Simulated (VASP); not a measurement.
KRh:

```
K Rh
1.0
     3.62534    0.00000    0.00000
     0.58373    3.62663    0.00000
     0.49391    0.53230    4.47046
K Rh
1 1
Cartesian
  2.1045 1.8133 0.0000
  0.5388 2.0795 2.2352
```

The cell was generated, and may not be a known phase.

```yaml
Program: VASP 6.6.1
Task: relaxation of cell and atoms
Functional: PBE
Potentials_or_basis: VASP PAW PBE potentials, release 64 (K_sv, Rh_pv)
Cutoff: 600 eV
k_mesh: 6 × 6 × 4
Occupations: gaussian, width 0.1 eV
Spin: no spin polarisation
```

At the start: pressure -0.5 GPa; volume 29.39 Å³/atom.

Question: Where does the relaxation end?

Answer: Over 19 steps the energy falls by 667.4 meV/atom and the volume is 21.53 Å³/atom (-26.7 %); space group P-1 (No. 2, to 0.1 Å) before, P2/m (No. 10, to 0.1 Å).

The path:
```
step  energy change (eV)  largest force (eV/Å)  pressure (GPa)  volume (Å³)
   1              0.0000                0.0000           -0.45        58.78
   2             -0.2856                0.0000           -1.63        57.87
   3             -1.0525                0.0000           -4.12        52.88
   4             -0.9754                0.0000           -0.07        49.21
   5             -1.0922                0.0000           -3.78        52.04
   6             -1.0994                0.0000           -3.59        51.72
   7             -1.1206                0.0000            2.96        44.25
   8             -1.1585                0.0000           -0.59        47.31
   9             -1.2412                0.0000            1.26        43.72
  10             -1.2434                0.0000            1.81        43.06
  11             -1.2935                0.0000           -0.14        43.80
  12             -1.3043                0.0000           -0.95        44.17
  13             -1.3054                0.0000           -1.16        44.28
  14             -1.3274                0.0000            0.08        42.76
  15             -1.3274                0.0000            0.16        42.68
  16             -1.3319                0.0000            0.05        42.83
  17             -1.3341                0.0000            0.00        43.02
  18             -1.3347                0.0000            0.05        43.09
  19             -1.3349                0.0000            0.03        43.07
```

Final structure:
```
K Rh
1.0
     3.04098    0.03520   -0.01497
     0.54779    2.60059    0.59077
     0.54563    1.38252    5.77135
K Rh
1 1
Direct
  0.50000 0.50000 0.00000
  0.00000 0.50000 0.50000
```

Caveat: the volume moved by over 15 % at a fixed basis, so the end points are rough.
